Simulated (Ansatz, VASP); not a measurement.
TaN in VASP and in Ansatz

POSCAR

```
TaN
1.0
    2.9574575207      0.0000000000      0.0000000000
   -1.4787287603      2.5612333435      0.0000000000
    0.0000000000      0.0000000000      2.9020932717
Ta N
1 1
Direct
    0.0000000000      0.0000000000      0.5000000000
    0.6666666667      0.3333333333      0.0000000000
```

The input INCAR.step1:

```
SYSTEM = TaN
PREC = Accurate
ENCUT = 520
EDIFF = 1E-5
ISMEAR = -1
SIGMA = 0.05
LREAL = .False.
LASPH = .True.
NELM = 60
ALGO = Normal
ISIF = 2
LWAVE = .True.
LCHARG = .False.
NBANDS = 15
GGA = PE
```

File INCAR.step2:

```
SYSTEM = TaN
PREC = Accurate
ENCUT = 520
EDIFF = 1E-6
ISMEAR = -1
SIGMA = 0.05
LREAL = .False.
LASPH = .True.
NELM = 60
ALGO = Normal
ISIF = 2
LWAVE = .False.
LCHARG = .False.
GGA = PE
LHFCALC = .True.
AEXX = 0.25
PRECFOCK = Normal
NBANDS = 15
ISTART = 1
```

Contents of KPOINTS:

```
regular mesh
0
Gamma
  6 6 6
  0 0 0
```

File input:

```
crystal:
  lattice:
    - [2.9574575207, 0.0, 0.0]
    - [-1.4787287603, 2.5612333435, 0.0]
    - [0.0, 0.0, 2.9020932717]
  atoms:
    - { symbol: Ta, position: [0.0, 0.0, 0.5] }
    - { symbol: "N", position: [0.6666666667, 0.3333333333, 0.0] }
hamiltonian:
  xc: pbe0
  pseudopotentials: { kind: paw }
kpoints:
  mp_grid: { grid: [6, 6, 6] }
scf:
  occupations: { method: fermi_dirac, width: 0.05 }
output:
  forces: true
  stress: true
  eigenvalues: true
```

Alike in both runs: task single point; functional PBE0; k mesh 6 × 6 × 6; occupations fermi-dirac, width 0.05 eV; no spin polarisation.

```csv
,VASP,Ansatz
version,VASP 6.6.1,Ansatz 0.2.0
potentials or method,"VASP PAW PBE potentials, release 64 (Ta_pv, N)",Ansatz PAW
plane-wave cutoff (eV),520,420
valence electrons in the cell,16,18
```

```csv
,VASP,Ansatz,Ansatz less VASP
gap on the k mesh at the Fermi level (eV),none,none,-
pressure (GPa),-10.8,-10.1,+0.74
"traceless stress, the component that is largest in VASP (GPa)",-0.45,-0.45,0.000
```

A gap of «none» marks a metal or a gap that the smearing closes. VASP's potentials hold 16 valence electrons a cell and Ansatz's 18, so a difference there can come from the potentials and not from the codes.

The k mesh is coarse, so the values compare programs but aren't converged. Spin-orbit coupling is off throughout.
